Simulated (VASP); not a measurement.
# Pd (Fm-3m) in VASP: further runs

Runs on Pd. Level: PBE. Tasks: single point, relaxation of cell and atoms.

Everything below comes from runs of VASP 6.6.1. Logs are shortened: lines on timing, memory, paths and dates and some standing lists are left out, and cuts for length are marked.

## 1. The cell of the first run

It takes space group Fm-3m (No. 225, cubic). Conventional cell: a = 3.946 Å, b = 3.946 Å, c = 3.946 Å, α = 90.00°, β = 90.00°, γ = 90.00°. Within 3.7 Å of Pd (site symmetry m-3m) lie 12 Pd at 2.79 Å.

## 2. Single point, PBE

Contents of INCAR:

```
ALGO = Normal
EDIFF = 1E-6
ENCUT = 500
GGA = PE
GGA_COMPAT = False
ISIF = 2
ISMEAR = -1
LASPH = True
LCHARG = False
LREAL = False
LWAVE = False
NBANDS = 11
NELM = 120
PREC = Accurate
SIGMA = 0.05
```

Contents of KPOINTS:

```
k-points
0
Gamma
  11 11 11
```

Contents of POSCAR:

```
Pd
1.0
    0.0000000000      1.9727508162      1.9727508162
    1.9727508162      0.0000000000      1.9727508162
    1.9727508162      1.9727508162      0.0000000000
Pd
1
Direct
    0.0000000000      0.0000000000      0.0000000000
```

Potentials or basis: VASP PAW PBE potentials, release 64 (Pd).

Run with:

```
cat potpaw_PBE.64/Pd/POTCAR > POTCAR
mpirun -np 1 vasp_std > vasp.out
```

OUTCAR:

```text
EDIFF = 1E-6
   ENCUT = 500
   GGA = PE
   ISIF = 2
   ISMEAR = -1
   LASPH = True
   LREAL = False
   NELM = 120
   PREC = Accurate

 ion  position               nearest neighbor table
   1  0.000  0.000  0.000-

  LATTYP: Found a face centered cubic cell.
 ALAT       =     3.9455016324

  Lattice vectors:

 A1 = (   0.0000000000,   1.9727508162,   1.9727508162)
 A2 = (   1.9727508162,   0.0000000000,   1.9727508162)
 A3 = (   1.9727508162,   1.9727508162,   0.0000000000)

Analysis of symmetry for initial positions (statically):
=====================================================================
 Subroutine PRICEL returns:
 Original cell was already a primitive cell.

 Routine SETGRP: Setting up the symmetry group for a
 face centered cubic supercell.

 Subroutine GETGRP returns: Found 48 space group operations
 (whereof 48 operations were pure point group operations)
 out of a pool of 48 trial point group operations.

The static configuration has the point symmetry O_h .

Analysis of symmetry for dynamics (positions and initial velocities):
=====================================================================
 Subroutine PRICEL returns:
 Original cell was already a primitive cell.

 Routine SETGRP: Setting up the symmetry group for a
 face centered cubic supercell.

 Subroutine GETGRP returns: Found 48 space group operations
 (whereof 48 operations were pure point group operations)
 out of a pool of 48 trial point group operations.

The dynamic configuration has the point symmetry O_h .

 Subroutine INISYM returns: Found 48 space group operations
 (whereof 48 operations are pure point group operations),
 and found     1 'primitive' translations

----------------------------------------------------------------------------------------

                                     Primitive cell

  volume of cell :      15.3549

  direct lattice vectors                    reciprocal lattice vectors
     0.000000000  1.972750816  1.972750816    -0.253453196  0.253453196  0.253453196
     1.972750816  0.000000000  1.972750816     0.253453196 -0.253453196  0.253453196
     1.972750816  1.972750816  0.000000000     0.253453196  0.253453196 -0.253453196

  length of vectors
     2.789890959  2.789890959  2.789890959     0.438993813  0.438993813  0.438993813

  position of ions in fractional coordinates (direct lattice)
     0.000000000  0.000000000  0.000000000

  ion indices of the primitive-cell ions
   primitive index   ion index
                 1           1

----------------------------------------------------------------------------------------

 KPOINTS: k-points

Automatic generation of k-mesh.
 Grid dimensions read from file:
 generate k-points for:   11   11   11

 Generating k-lattice:

  Cartesian coordinates                     Fractional coordinates (reciprocal lattice)
    -0.023041200  0.023041200  0.023041200     0.090909091  0.000000000  0.000000000
     0.023041200 -0.023041200  0.023041200     0.000000000  0.090909091  0.000000000
     0.023041200  0.023041200 -0.023041200     0.000000000  0.000000000  0.090909091

  Length of vectors
     0.039908528  0.039908528  0.039908528

  Shift w.r.t. Gamma in fractional coordinates (k-lattice)
     0.000000000  0.000000000  0.000000000

 Subroutine IBZKPT returns following result:
 ===========================================

 Found     56 irreducible k-points:

 Following reciprocal coordinates:
            Coordinates               Weight
  0.000000  0.000000  0.000000      1.000000
  0.090909  0.000000  0.000000      8.000000
  0.181818  0.000000  0.000000      8.000000
  0.272727  0.000000  0.000000      8.000000
  0.363636  0.000000  0.000000      8.000000
  0.454545  0.000000  0.000000      8.000000
[... 16 lines left out ...]
 -0.272727  0.181818  0.000000     24.000000
 -0.181818  0.181818  0.000000     12.000000
 [... further k-points ...]
   k-points           NKPTS =     56   k-points in BZ     NKDIM =     56   number of bands    NBANDS=     11
   number of dos      NEDOS =    301   number of ions     NIONS =      1
   total plane-waves  NPLWV =   8000
   dimension x,y,z NGX =    20 NGY =   20 NGZ =   20
   dimension x,y,z NGXF=    40 NGYF=   40 NGZF=   40
   ions per type =               1
   NGX,Y,Z   is equivalent  to a cutoff of  11.92, 11.92, 11.92 a.u.
   NGXF,Y,Z  is equivalent  to a cutoff of  23.84, 23.84, 23.84 a.u.
 SYSTEM =  unknown system
   PREC   = accura    normal or accurate (medium, high low for compatibility)
   ISTART =      0    job   : 0-new  1-cont  2-samecut
   ICHARG =      2    charge: 1-file 2-atom 10-const
   ISPIN  =      1    spin polarized calculation?
   LNONCOLLINEAR =      F non collinear calculations
   LSORBIT =      F    spin-orbit coupling
   LASPH  =      T    aspherical Exc in radial PAW
   ENCUT  =  500.0 eV  36.75 Ry    6.06 a.u.   5.09  5.09  5.09*2*pi/ulx,y,z
   NELM   =    120;   NELMIN=  2; NELMDL= -5     # of ELM steps
   EDIFF  = 0.1E-05   stopping-criterion for ELM
   LREAL  =      F    real-space projection
   EDIFFG = 0.1E-04   stopping-criterion for IOM
   NSW    =      0    number of steps for IOM
   IBRION =     -1    ionic relax: 0-MD 1-quasi-New 2-CG
   NFREE  =      0    steps in history (QN), initial steepest desc. (CG)
   ISIF   =      2    stress and relaxation
   ISYM   =      2    0-nonsym 1-usesym 2-fastsym
   POTIM  = 0.5000    time-step for ionic-motion
   TEBEG  =    0.0;   TEEND  =   0.0 temperature during run
   PSTRESS=    0.0 pullay stress
   NELECT =      10.0000    total number of electrons
   NUPDOWN=      -1.0000    fix difference up-down
   EMIN   =  10.00;   EMAX   =-10.00  energy-range for DOS
   EFERMI =   0.00;   METHOD = LEGACY
   ISMEAR =    -1;   SIGMA  =   0.05  broadening in eV -4-tet -1-fermi 0-gaus
   EFERMI_NEDOS =   21; number of points for ismear=-14 and -15
   IALGO  =     38    algorithm
   IMIX   =      4    mixing-type and parameters
     AMIX     =   0.40;   BMIX     =  1.00
     AMIX_MAG =   1.60;   BMIX_MAG =  1.00
  volume/ion in A,a.u.               =      15.35       103.62
  Fermi-wavevector in a.u.,A,eV,Ry     =   1.419033  2.681584 27.397448  2.013656
  Thomas-Fermi vector in A             =   2.540096
   LORBIT       =      0    0 simple, 1 ext, 2 COOP (PROOUT), +10 PAW based schemes
   GGA     = PE    functional components
   LHFCALC =     F    Hartree Fock is set to
   AEXX    =    0.0000 exact exchange contribution
   IVDW    =     0    specifies the selected vdW correction
   LEPSILON=     F    determine dielectric tensor
   LRPA    =     F    only Hartree local field effects (RPA)
 non-spin polarized calculation
  energy-cutoff  :      500.00
  volume of cell :       15.35
 maximum number of plane-waves:       397
   NGX = 11   NGY = 11   NGZ = 11

 number of electron      10.0000000 magnetization

 number of electron       9.9999995 magnetization

 Free energy of the ion-electron system (eV)
  ---------------------------------------------------
  ext. energy  EPLUGINS =         0.00000000
  ---------------------------------------------------
  free energy    TOTEN  =        -5.21444501 eV

  energy without entropy =       -5.19276360  energy(sigma->0) =       -5.20360430

 E-fermi :   9.1485     XC(G=0): -12.9336

 val. band max:        9.1449946472   @ k =   0.4545   0.1818   0.0000
 cond. band min:       9.1866773486   @ k =   0.4545   0.2727   0.0000
 fundamental gap:      0.0416827014
 Fermi energy:         9.1484643261

 k-point     1 :       0.0000    0.0000    0.0000
  band No.  band energies     occupation
      1       2.2869      2.00000
      2       6.4684      2.00000
      3       6.4684      2.00000
      4       6.4684      2.00000
      5       7.9751      2.00000
      6       7.9751      2.00000
      7      26.2854      0.00000
      8      30.8322      0.00000
      9      30.8322      0.00000
     10      30.8322      0.00000
     11      35.4634      0.00000

 k-point     2 :       0.0909    0.0000    0.0000
  band No.  band energies     occupation
      1       2.5735      2.00000
      2       6.3753      2.00000
      3       6.5621      2.00000
      4       6.5621      2.00000
      5       7.9342      2.00000
      6       7.9342      2.00000
      7      26.5360      0.00000
      8      29.1268      0.00000
      9      31.1366      0.00000
     10      31.1366      0.00000
     11      35.6709      0.00000

 k-point     3 :       0.1818    0.0000    0.0000
  band No.  band energies     occupation
      1       3.3321      2.00000
      2       6.2425      2.00000
      3       6.7315      2.00000
      4       6.7315      2.00000
      5       7.9317      2.00000
      6       7.9317      2.00000
      7      25.6699      0.00000
      8      27.4648      0.00000
      9      31.8741      0.00000
     10      31.8741      0.00000
     11      34.7130      0.00000

 k-point     4 :       0.2727    0.0000    0.0000
  band No.  band energies     occupation
      1       4.0709      2.00000
      2       6.6408      2.00000
      3       6.7185      2.00000
      4       6.7185      2.00000
      5       8.2231      2.00000
      6       8.2231      2.00000
      7      22.4789      0.00000
      8      27.0790      0.00000
      9      32.1464      0.00000
     10      32.1464      0.00000
     11      34.7790      0.00000
[... 239 lines left out ...]
 k-point    22 :      -0.3636    0.1818    0.0000
  band No.  band energies     occupation
      1       4.8838      2.00000
      2       6.0410      2.00000
      3       7.0239      2.00000
      4       7.0425      2.00000
      5       8.5920      1.99997
      6      12.1353      0.00000
      7      17.7286      0.00000
      8      24.0197      0.00000
      9      27.8349      0.00000
     10      29.2851      0.00000
     11      35.5177      0.00000

 k-point    23 :      -0.2727    0.1818    0.0000
  band No.  band energies     occupation
      1       5.0457      2.00000
      2       6.1294      2.00000
      3       6.4900      2.00000
      4       7.1342      2.00000
      5       7.9489      2.00000
      6      10.5265      0.00000
      7      20.8907      0.00000
      8      24.0056      0.00000
      9      28.5507      0.00000
     10      31.5361      0.00000
     11      33.4026      0.00000

 k-point    24 :      -0.1818    0.1818    0.0000
  band No.  band energies     occupation
      1       4.6911      2.00000
      2       5.8294      2.00000
      3       6.6612      2.00000
      4       7.3237      2.00000
      5       7.3685      2.00000
      6       9.2857      0.12069
      7      23.8925      0.00000
      8      24.7357      0.00000
      9      30.0031      0.00000
     10      31.4430      0.00000
     11      33.6810      0.00000

 [... further k-points ...]

------------------------ aborting loop because EDIFF is reached ----------------------------------------

  FORCE on cell =-STRESS in cart. coord.  units (eV):
  Direction    XX          YY          ZZ          XY          YZ          ZX
  --------------------------------------------------------------------------------------
  -------------------------------------------------------------------------------------
  Total       -0.0181011     -0.0181011     -0.0181011      0.0000000      0.0000000      0.0000000
  in kB       -1.8887216     -1.8887216     -1.8887216      0.0000000      0.0000000      0.0000000
  external PRESSURE =      -1.8887216 kB  Pullay stress =       0.0000000 kB

 VOLUME and BASIS-vectors are now :
 -----------------------------------------------------------------------------
  energy-cutoff  :      500.00
  volume of cell :       15.35
      direct lattice vectors                 reciprocal lattice vectors
     0.000000000  1.972750816  1.972750816    -0.253453196  0.253453196  0.253453196
     1.972750816  0.000000000  1.972750816     0.253453196 -0.253453196  0.253453196
     1.972750816  1.972750816  0.000000000     0.253453196  0.253453196 -0.253453196

 POSITION                                       TOTAL-FORCE (eV/Angst)
 -----------------------------------------------------------------------------------
      0.00000      0.00000      0.00000         0.000000      0.000000     -0.000000
 -----------------------------------------------------------------------------------
    total drift:                               -0.000000     -0.000000     -0.000000

  FREE ENERGIE OF THE ION-ELECTRON SYSTEM (eV)
  ---------------------------------------------------
  free  energy   TOTEN  =        -5.2144450057 eV

  energy  without entropy=       -5.1927635968  energy(sigma->0) =       -5.20360430
```

Wall time 3.3 s (1 thread of AMD EPYC 9R45 (Zen 5), shared host); peak memory 0.1 GiB.

What came out:

| Quantity | Value |
| --- | --- |
| Free energy | -5.2144 eV |
| Pressure | -0.2 GPa |
| Band gap on the k mesh | zero (bands 5 and 6 overlap by 1.41 eV) |

## 3. Relaxation of cell and atoms, PBE

This run uses another cell than the first one, of 14.72 Å³/atom.

Contents of INCAR:

```
ALGO = Normal ; EDIFF = 1E-7
EDIFFG = -0.03 ; ENCUT = 500
GGA = PE ; GGA_COMPAT = F
IBRION = 2 ; ISIF = 3
ISMEAR = -1 ; LASPH = T
LCHARG = F ; LREAL = F
LWAVE = F ; NELM = 120
NELMIN = 4 ; NSW = 80
PREC = Accurate ; SIGMA = 0.05
```

KPOINTS is that of step 2.

Contents of POSCAR:

```
Pd
1.0
    0.0000000000      1.9450000000      1.9450000000
    1.9450000000      0.0000000000      1.9450000000
    1.9450000000      1.9450000000      0.0000000000
Pd
1
Direct
    0.0000000000      0.0000000000      0.0000000000
```

Potentials or basis: VASP PAW PBE potentials, release 64 (Pd).

Run with:

```
cat potpaw_PBE.64/Pd/POTCAR > POTCAR
mpirun -np 1 vasp_std > vasp.out
```

It took 6.8 s on 1 thread of AMD EPYC 9R45 (Zen 5), shared host; peak memory 0.1 GiB.

It converged, with:

```
Free energy                           : -5.2143 eV
Relaxed volume                        : 15.35 Å³/atom
Relaxed cell                          : a = 2.790 Å, b = 2.790 Å, c = 2.790 Å, α = 60.00°, β = 60.00°, γ = 60.00°
Space group after relaxing (to 0.1 Å) : Fm-3m (No. 225)
Energy gained by relaxing             : 14.4 meV/atom
Ionic steps                           : 3
Pressure after relaxing               : -0.1 GPa
Band gap on the k mesh                : zero (bands 5 and 6 overlap by 1.41 eV)
```

Step by step:
```
step  energy change (eV)  largest force (eV/Å)  pressure (GPa)  volume (Å³)
   1              0.0000                0.0000            7.75        14.72
   2              0.0121                0.0000           -8.42        16.28
   3             -0.0144                0.0000           -0.08        15.35
```

Final structure:
```xyz
1
Lattice="0.0000 1.9725 1.9725 1.9725 0.0000 1.9725 1.9725 1.9725 0.0000" Properties=species:S:1:pos:R:3 pbc="T T T"
Pd    0.0000    0.0000    0.0000
```

Levels at points of the mesh, in eV from the Fermi level:
```csv
k point,band 1,band 2,band 3,band 4,band 5,band 6,band 7,band 8,band 9
"(0.00, 0.00, 0.00)",-6.86,-2.68,-2.68,-2.68,-1.17,-1.17,17.14,21.69,21.69
```

The gap in the log of VASP goes by the Fermi energy; the results here count the filled bands.